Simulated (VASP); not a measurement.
# TiC (P6_3/mmc) in VASP: a series of runs

Runs on TiC. Level: PBE. Tasks: single point, relaxation of cell and atoms.

All numbers are computed with VASP 6.6.1; they aren't measurements. Logs are shortened: lines on timing, memory, paths and dates and some standing lists are left out, and cuts for length are marked.

## (1) The cell of the first run

Symmetry: P6_3/mmc, No. 194, hexagonal system. Conventional cell: a = 3.156 Å, b = 3.156 Å, c = 4.711 Å, α = 90.00°, β = 90.00°, γ = 120.00°. Within 2.9 Å of Ti (site symmetry -6m2) lie 6 C at 2.17 Å. C (site symmetry -3m) has 6 Ti at 2.17 Å and 2 C at 2.36 Å within 2.9 Å.

## (2) Single point, PBE

INCAR reads:

```
ALGO = Normal ; EDIFF = 1E-7
ENCUT = 520 ; GGA = PE
ISIF = 2 ; ISMEAR = 0
LASPH = True ; LCHARG = True
LELF = True ; LREAL = False
LVHAR = True ; LWAVE = False
NBANDS = 24 ; NELM = 100
PREC = Accurate ; SIGMA = 0.1
```

KPOINTS reads:

```
k-points
0
Gamma
  18 18 10
```

POSCAR reads:

```
TiC
1.0
    3.1559757695      0.0000000000      0.0000000000
   -1.5779878848      2.7331551901      0.0000000000
    0.0000000000      0.0000000000      4.7113391197
Ti C
2 2
Direct
    0.6666666667      0.3333333333      0.7500000000
    0.3333333333      0.6666666667      0.2500000000
    0.0000000000      0.0000000000      0.0000000000
    0.0000000000      0.0000000000      0.5000000000
```

Potentials or basis: VASP PAW PBE potentials, release 64 (Ti_sv, C).

On the command line:

```sh
$ cat potpaw_PBE.64/Ti_sv/POTCAR potpaw_PBE.64/C/POTCAR > POTCAR
$ mpirun -np 1 vasp_std > vasp.out
```

OUTCAR:

```text
EDIFF = 1E-7
   ENCUT = 520
   GGA = PE
   ISIF = 2
   ISMEAR = 0
   LASPH = True
   LREAL = False
   NELM = 100
   PREC = Accurate

 ion  position               nearest neighbor table
   1  0.667  0.333  0.750-   3 2.17   4 2.17   3 2.17   4 2.17   3 2.17   4 2.17
   2  0.333  0.667  0.250-   3 2.17   4 2.17   3 2.17   4 2.17   3 2.17   4 2.17
   3  0.000  0.000  0.000-   1 2.17   2 2.17   1 2.17   2 2.17   1 2.17   2 2.17
   4  0.000  0.000  0.500-   1 2.17   2 2.17   1 2.17   2 2.17   1 2.17   2 2.17

  LATTYP: Found a hexagonal cell.
 ALAT       =     3.1559757695
 C/A-ratio  =     1.4928312078

  Lattice vectors:

 A1 = (   3.1559757695,   0.0000000000,   0.0000000000)
 A2 = (  -1.5779878848,   2.7331551901,   0.0000000000)
 A3 = (   0.0000000000,   0.0000000000,   4.7113391197)

Analysis of symmetry for initial positions (statically):
=====================================================================
 Subroutine PRICEL returns:
 Original cell was already a primitive cell.

 Routine SETGRP: Setting up the symmetry group for a
 hexagonal supercell.

 Subroutine GETGRP returns: Found 24 space group operations
 (whereof 12 operations were pure point group operations)
 out of a pool of 24 trial point group operations.

The static configuration has the point symmetry D_3d.
 The point group associated with its full space group is D_6h.

Analysis of symmetry for dynamics (positions and initial velocities):
=====================================================================
 Subroutine PRICEL returns:
 Original cell was already a primitive cell.

 Routine SETGRP: Setting up the symmetry group for a
 hexagonal supercell.

 Subroutine GETGRP returns: Found 24 space group operations
 (whereof 12 operations were pure point group operations)
 out of a pool of 24 trial point group operations.

The dynamic configuration has the point symmetry D_3d.
 The point group associated with its full space group is D_6h.

 Subroutine INISYM returns: Found 24 space group operations
 (whereof 12 operations are pure point group operations),
 and found     1 'primitive' translations

----------------------------------------------------------------------------------------

[... 92 lines left out ...]
   LSORBIT =      F    spin-orbit coupling
   LASPH  =      T    aspherical Exc in radial PAW
   ENCUT  =  520.0 eV  38.22 Ry    6.18 a.u.   5.87  5.87  8.76*2*pi/ulx,y,z
   NELM   =    100;   NELMIN=  2; NELMDL= -5     # of ELM steps
   EDIFF  = 0.1E-06   stopping-criterion for ELM
   LREAL  =      F    real-space projection
   EDIFFG = 0.1E-05   stopping-criterion for IOM
   NSW    =      0    number of steps for IOM
   IBRION =     -1    ionic relax: 0-MD 1-quasi-New 2-CG
   NFREE  =      0    steps in history (QN), initial steepest desc. (CG)
   ISIF   =      2    stress and relaxation
   ISYM   =      2    0-nonsym 1-usesym 2-fastsym
   POTIM  = 0.5000    time-step for ionic-motion
   TEBEG  =    0.0;   TEEND  =   0.0 temperature during run
   PSTRESS=    0.0 pullay stress
   NELECT =      32.0000    total number of electrons
   NUPDOWN=      -1.0000    fix difference up-down
   EMIN   =  10.00;   EMAX   =-10.00  energy-range for DOS
   EFERMI =   0.00;   METHOD = LEGACY
   ISMEAR =     0;   SIGMA  =   0.10  broadening in eV -4-tet -1-fermi 0-gaus
   EFERMI_NEDOS =   21; number of points for ismear=-14 and -15
   IALGO  =     38    algorithm
   IMIX   =      4    mixing-type and parameters
     AMIX     =   0.40;   BMIX     =  1.00
     AMIX_MAG =   1.60;   BMIX_MAG =  1.00
  volume/ion in A,a.u.               =      10.16        68.56
  Fermi-wavevector in a.u.,A,eV,Ry     =   1.511741  2.856776 31.094221  2.285361
  Thomas-Fermi vector in A             =   2.621758
   LORBIT       =      0    0 simple, 1 ext, 2 COOP (PROOUT), +10 PAW based schemes
   GGA     = PE    functional components
   LHFCALC =     F    Hartree Fock is set to
   AEXX    =    0.0000 exact exchange contribution
   IVDW    =     0    specifies the selected vdW correction
   LEPSILON=     F    determine dielectric tensor
   LRPA    =     F    only Hartree local field effects (RPA)
 non-spin polarized calculation
 Gauss-broadening in eV      SIGMA  =   0.10
  energy-cutoff  :      520.00
  volume of cell :       40.64
 maximum number of plane-waves:      1116
 NGX is ok and might be reduce to    24
   NGX = 11   NGY = 11   NGZ = 17

 number of electron      32.0000010 magnetization

 Free energy of the ion-electron system (eV)
  ---------------------------------------------------
  ext. energy  EPLUGINS =         0.00000000
  ---------------------------------------------------
  free energy    TOTEN  =       -36.85714759 eV

  energy without entropy =      -36.85356228  energy(sigma->0) =      -36.85535494

 E-fermi :   9.9598     XC(G=0): -12.6893

 val. band max:        9.9569347449   @ k =   0.0000   0.0000   0.2000
 cond. band min:       9.9653712982   @ k =   0.3333   0.2778   0.0000
 fundamental gap:      0.0084365533
 Fermi energy:         9.9598150456

 k-point     1 :       0.0000    0.0000    0.0000
  band No.  band energies     occupation
      1     -46.9710      2.00000
      2     -46.8706      2.00000
      3     -23.5021      2.00000
      4     -23.1173      2.00000
      5     -23.1173      2.00000
      6     -23.0392      2.00000
[... 637 lines left out ...]
     23      13.8407      0.00000
     24      13.9571      0.00000

 [... further k-points ...]

------------------------ aborting loop because EDIFF is reached ----------------------------------------

  FORCE on cell =-STRESS in cart. coord.  units (eV):
  Direction    XX          YY          ZZ          XY          YZ          ZX
  --------------------------------------------------------------------------------------
  -------------------------------------------------------------------------------------
  Total        0.0735252      0.0735252      0.0523825     -0.0000000      0.0000000      0.0000000
  in kB        2.8987091      2.8987091      2.0651639     -0.0000000      0.0000000      0.0000000
  external PRESSURE =       2.6208607 kB  Pullay stress =       0.0000000 kB

 VOLUME and BASIS-vectors are now :
 -----------------------------------------------------------------------------
  energy-cutoff  :      520.00
  volume of cell :       40.64
      direct lattice vectors                 reciprocal lattice vectors
     3.155975769  0.000000000  0.000000000     0.316859213  0.182938752  0.000000000
    -1.577987885  2.733155190  0.000000000     0.000000000  0.365877504  0.000000000
     0.000000000  0.000000000  4.711339120     0.000000000  0.000000000  0.212253878

 POSITION                                       TOTAL-FORCE (eV/Angst)
 -----------------------------------------------------------------------------------
      1.57799      0.91105      3.53350         0.000000     -0.000000      0.000000
     -0.00000      1.82210      1.17783        -0.000000      0.000000      0.000000
      0.00000      0.00000      0.00000         0.000000      0.000000      0.000000
      0.00000      0.00000      2.35567         0.000000      0.000000      0.000000
 -----------------------------------------------------------------------------------
    total drift:                               -0.000000      0.000000     -0.000000

  FREE ENERGIE OF THE ION-ELECTRON SYSTEM (eV)
  ---------------------------------------------------
  free  energy   TOTEN  =       -36.8571475944 eV

  energy  without entropy=      -36.8535622780  energy(sigma->0) =      -36.85535494
```

stdout:

```text
POSCAR found type information on POSCAR TiC
 POSCAR found :  2 types and       4 ions
 scaLAPACK will be used
 LDA part: xc-table for (Slater+PW92), standard interpolation
 POSCAR, INCAR and KPOINTS ok, starting setup
 FFT: planning ... GRIDC
 FFT: planning ... GRID_SOFT
 FFT: planning ... GRID
 WAVECAR not read
 entering main loop
```

Wall time 2.6 min (1 thread of Intel Xeon Platinum 8259CL at 2.50GHz (Skylake/Cascade Lake), shared host); peak memory 0.29 GiB.

Results:

```
Free energy            : -36.8571 eV
Pressure               : 0.3 GPa
Band gap on the k mesh : zero (band 16 reaches 10.53 eV, above the bottom of band 17 at 9.62 eV)
```

## (3) Relaxation of cell and atoms, PBE

INCAR reads:

```
PREC     = Accurate       # precision mode
ENCUT    = 600            # plane-wave cutoff, eV
EDIFF    = 1E-6           # SCF threshold, eV
ISMEAR   = 0              # smearing method
SIGMA    = 0.1            # smearing width, eV
LREAL    = False          # projectors in reciprocal space
LASPH    = True           # aspherical terms in the spheres
NELM     = 100            # most SCF steps
ALGO     = Normal         # electronic algorithm
ISIF     = 3              # what is computed and relaxed
LWAVE    = False          # write WAVECAR
LCHARG   = False          # write CHGCAR
GGA      = PE             # functional
IBRION   = 2              # ionic algorithm
NSW      = 100            # ionic steps
EDIFFG   = -0.01          # ionic threshold
```

KPOINTS reads:

```
regular mesh
0
Gamma
  18 18 10
```

POSCAR reads:

```
TiC
1.0
    3.1597824960      0.0000000000      0.0000000000
   -1.5798912480      2.7364519120      0.0000000000
    0.0000000000      0.0000000000      4.6978403662
Ti C
2 2
Direct
    0.6666666667      0.3333333333      0.7500000000
    0.3333333333      0.6666666667      0.2500000000
    0.0000000000      0.0000000000      0.0000000000
    0.0000000000      0.0000000000      0.5000000000
```

Potentials or basis: VASP PAW PBE potentials, release 64 (Ti_sv, C).

On the command line:

```sh
$ cat potpaw_PBE.64/Ti_sv/POTCAR potpaw_PBE.64/C/POTCAR > POTCAR
$ mpirun -np 1 vasp_std > vasp.out
```

OUTCAR:

```text
PREC = Accurate
   ENCUT = 600
   EDIFF = 1E-6
   ISMEAR = 0
   LREAL = False
   LASPH = True
   NELM = 100
   ISIF = 3
   GGA = PE
   IBRION = 2
   NSW = 100
   EDIFFG = -0.01

 ion  position               nearest neighbor table
   1  0.667  0.333  0.750-   3 2.17   4 2.17   3 2.17   4 2.17   3 2.17   4 2.17
   2  0.333  0.667  0.250-   3 2.17   4 2.17   3 2.17   4 2.17   3 2.17   4 2.17
   3  0.000  0.000  0.000-   1 2.17   2 2.17   1 2.17   2 2.17   1 2.17   2 2.17
   4  0.000  0.000  0.500-   1 2.17   2 2.17   1 2.17   2 2.17   1 2.17   2 2.17

  LATTYP: Found a hexagonal cell.
 ALAT       =     3.1597824960
 C/A-ratio  =     1.4867606780

  Lattice vectors:

 A1 = (   3.1597824960,   0.0000000000,   0.0000000000)
 A2 = (  -1.5798912480,   2.7364519120,   0.0000000000)
 A3 = (   0.0000000000,   0.0000000000,   4.6978403662)

Analysis of symmetry for initial positions (statically):
=====================================================================
 Subroutine PRICEL returns:
 Original cell was already a primitive cell.

 Routine SETGRP: Setting up the symmetry group for a
 hexagonal supercell.

 Subroutine GETGRP returns: Found 24 space group operations
 (whereof 12 operations were pure point group operations)
 out of a pool of 24 trial point group operations.

The static configuration has the point symmetry D_3d.
 The point group associated with its full space group is D_6h.

Analysis of symmetry for dynamics (positions and initial velocities):
=====================================================================
 Subroutine PRICEL returns:
 Original cell was already a primitive cell.

 Routine SETGRP: Setting up the symmetry group for a
 hexagonal supercell.

 Subroutine GETGRP returns: Found 24 space group operations
 (whereof 12 operations were pure point group operations)
 out of a pool of 24 trial point group operations.

The dynamic configuration has the point symmetry D_3d.
 The point group associated with its full space group is D_6h.

 Subroutine INISYM returns: Found 24 space group operations
[... 130 lines left out ...]
   LEPSILON=     F    determine dielectric tensor
   LRPA    =     F    only Hartree local field effects (RPA)
 conjugate gradient relaxation of ions
 non-spin polarized calculation
 Gauss-broadening in eV      SIGMA  =   0.10
  energy-cutoff  :      600.00
  volume of cell :       40.62
 maximum number of plane-waves:      1375
 NGX is ok and might be reduce to    28
   NGX = 13   NGY = 13   NGZ = 19

--------------------------------------- Ionic step        1  -------------------------------------------

 number of electron      31.9999996 magnetization

 Free energy of the ion-electron system (eV)
  ---------------------------------------------------
  ext. energy  EPLUGINS =         0.00000000
  ---------------------------------------------------
  free energy    TOTEN  =       -36.85782187 eV

  energy without entropy =      -36.85425899  energy(sigma->0) =      -36.85604043

------------------------ aborting loop because EDIFF is reached ----------------------------------------

  FORCE on cell =-STRESS in cart. coord.  units (eV):
  Direction    XX          YY          ZZ          XY          YZ          ZX
  --------------------------------------------------------------------------------------
  -------------------------------------------------------------------------------------
  Total       -0.0168455     -0.0168455      0.1982360      0.0000000      0.0000000      0.0000000
  in kB       -0.6644315     -0.6644315      7.8189739      0.0000000      0.0000000      0.0000000
  external PRESSURE =       2.1633703 kB  Pullay stress =       0.0000000 kB
[... 139 lines left out ...]
--------------------------------------- Ionic step        5  -------------------------------------------

 number of electron      31.9999997 magnetization

 Free energy of the ion-electron system (eV)
  ---------------------------------------------------
  ext. energy  EPLUGINS =         0.00000000
  ---------------------------------------------------
  free energy    TOTEN  =       -36.85812742 eV

  energy without entropy =      -36.85453934  energy(sigma->0) =      -36.85633338

 E-fermi :   9.9519     XC(G=0): -12.6859

 val. band max:        9.9501646918   @ k =   0.0000   0.0000   0.2000
 cond. band min:       9.9565231690   @ k =   0.3333   0.2778   0.0000
 fundamental gap:      0.0063584772
 Fermi energy:         9.9519451653

 k-point     1 :       0.0000    0.0000    0.0000
  band No.  band energies     occupation
      1     -46.9809      2.00000
      2     -46.8807      2.00000
      3     -23.5116      2.00000
      4     -23.1276      2.00000
      5     -23.1276      2.00000
      6     -23.0497      2.00000
[... 541 lines left out ...]
     19      12.3178      0.00000
     20      12.9205      0.00000

 [... further k-points ...]

------------------------ aborting loop because EDIFF is reached ----------------------------------------

  FORCE on cell =-STRESS in cart. coord.  units (eV):
  Direction    XX          YY          ZZ          XY          YZ          ZX
  --------------------------------------------------------------------------------------
  -------------------------------------------------------------------------------------
  Total        0.0188819      0.0188819      0.0092033      0.0000000      0.0000000      0.0000000
  in kB        0.7439399      0.7439399      0.3626068      0.0000000      0.0000000      0.0000000
  external PRESSURE =       0.6168289 kB  Pullay stress =       0.0000000 kB
[... 19 lines left out ...]
  FREE ENERGIE OF THE ION-ELECTRON SYSTEM (eV)
  ---------------------------------------------------
  free  energy   TOTEN  =       -36.8581274206 eV

  energy  without entropy=      -36.8545393371  energy(sigma->0) =      -36.85633338

 reached required accuracy - stopping structural energy minimisation
```

OSZICAR:

```text
N       E                     dE             d eps       ncg     rms          rms(c)
DAV:   1     0.373354705690E+03    0.37335E+03   -0.18305E+04  8880   0.219E+03
DAV:   2     0.904601778923E+01   -0.36431E+03   -0.35379E+03  8924   0.567E+02
[... 36 lines left out ...]
   4 F= -.36858112E+02 E0= -.36856318E+02  d E =-.425323E-04
       N       E                     dE             d eps       ncg     rms          rms(c)
DAV:   1    -0.368582093913E+02   -0.98006E-04   -0.37448E-03 10420   0.905E-01    0.852E-02
DAV:   2    -0.368581460557E+02    0.63336E-04   -0.52760E-04 10680   0.281E-01    0.353E-02
DAV:   3    -0.368581279970E+02    0.18059E-04   -0.61980E-05 13456   0.585E-02    0.126E-02
DAV:   4    -0.368581269326E+02    0.10644E-05   -0.17068E-05 14504   0.331E-02    0.764E-03
DAV:   5    -0.368581274206E+02   -0.48806E-06   -0.28963E-06  7684   0.202E-02
   5 F= -.36858127E+02 E0= -.36856333E+02  d E =-.584011E-04
```

CONTCAR:

```text
TiC
   1.00000000000000
     3.1568403832113110   -0.0000000000000000    0.0000000000000000
    -1.5784201916056555    2.7339039675841108   -0.0000000000000000
    -0.0000000000000000    0.0000000000000000    4.7117486775227615
  Ti              C
     2     2
Direct
     0.6666666667000030    0.3333333332999970    0.7500000000000000
     0.3333333332999970    0.6666666667000030    0.2500000000000000
     0.0000000000000000    0.0000000000000000    1.0000000000000000
     0.0000000000000000    0.0000000000000000    0.5000000000000000

  0.00000000E+00  0.00000000E+00  0.00000000E+00
  0.00000000E+00  0.00000000E+00  0.00000000E+00
  0.00000000E+00  0.00000000E+00  0.00000000E+00
  0.00000000E+00  0.00000000E+00  0.00000000E+00
```

Run time: 8.8 min. Hardware: 1 thread of Intel Xeon Platinum 8259CL at 2.50GHz (Skylake/Cascade Lake), shared host; peak memory 0.34 GiB.

Results:

```
Free energy                            : -36.8581 eV
Relaxed volume                         : 10.17 Å³/atom
Relaxed cell                           : a = 3.157 Å, b = 3.157 Å, c = 4.712 Å, α = 90.00°, β = 90.00°, γ = 120.00°
Space group after relaxing (to 0.05 Å) : P6_3/mmc (No. 194)
Energy gained by relaxing              : 0.1 meV/atom
Ionic steps                            : 5
Pressure after relaxing                : 0.1 GPa
Band gap on the k mesh                 : zero (band 16 reaches 10.52 eV, above the bottom of band 17 at 9.61 eV)
```

Step by step:
```csv
step,energy change (eV),largest force (eV/Å),pressure (GPa),volume (Å³)
1,0.0000,0.0000,0.22,40.62
2,-0.0002,0.0000,-0.22,40.70
3,-0.0002,0.0000,-0.23,40.70
4,-0.0003,0.0000,0.12,40.64
5,-0.0003,0.0000,0.06,40.66
```

Final structure:
```xyz
4
Lattice="3.1568 0.0000 0.0000 -1.5784 2.7339 0.0000 0.0000 0.0000 4.7117" Properties=species:S:1:pos:R:3 pbc="T T T"
Ti    1.5784    0.9113    3.5338
Ti    0.0000    1.8226    1.1779
C     0.0000    0.0000    4.7117
C     0.0000    0.0000    2.3559
```

(Continued in part 2 of 2.)
